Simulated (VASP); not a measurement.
Write the native input for VASP 6.6.1 that does the following.

* Task: single point
* Functional: PBE
* Potentials or basis: VASP PAW PBE potentials, release 64 (Al, W_sv)
* Cutoff: 520 eV
* k mesh: 24 × 24 × 24
* Occupations: gaussian, width 0.1 eV
* Spin: no spin polarisation
* Dipole correction: no
* Further INCAR settings: ALGO = Fast; EDIFF = 1e-07; NBANDS = 16

The structure of AlW lies in POSCAR:

```
AlW
1.0
    1.4169234029      0.8180611081      4.5324272815
   -1.4169234029      0.8180611081      4.5324272815
    0.0000000000     -1.6361222161      4.5324272815
Al W
1 1
Direct
    0.0000000000      0.0000000000      0.0000000000
    0.5000000000      0.5000000000      0.5000000000
```

One way to write it, as run:

INCAR

```
PREC     = Accurate       # precision mode
ENCUT    = 520            # plane-wave cutoff, eV
EDIFF    = 1E-7           # SCF threshold, eV
ISMEAR   = 0              # smearing method
SIGMA    = 0.1            # smearing width, eV
LREAL    = False          # projectors in reciprocal space
LASPH    = True           # aspherical terms in the spheres
NELM     = 80             # most SCF steps
ALGO     = Fast           # electronic algorithm
ISIF     = 2              # what is computed and relaxed
LWAVE    = False          # write WAVECAR
LCHARG   = False          # write CHGCAR
GGA      = PE             # functional
NBANDS   = 16             # bands
```

KPOINTS

```
regular mesh
0
Gamma
  24 24 24
```

Potentials or basis: VASP PAW PBE potentials, release 64 (Al, W_sv).

Command:

```sh
$ cat potpaw_PBE.64/Al/POTCAR potpaw_PBE.64/W_sv/POTCAR > POTCAR
$ mpirun -np 1 vasp_std > vasp.out
```

Results of the run:

```json
{"Pressure": "0.1 GPa"}
```

Run time: 41 min on 1 thread of AMD EPYC 7R43 64-Core Processor (Zen 3), on a shared host, peak memory 0.71 GiB.
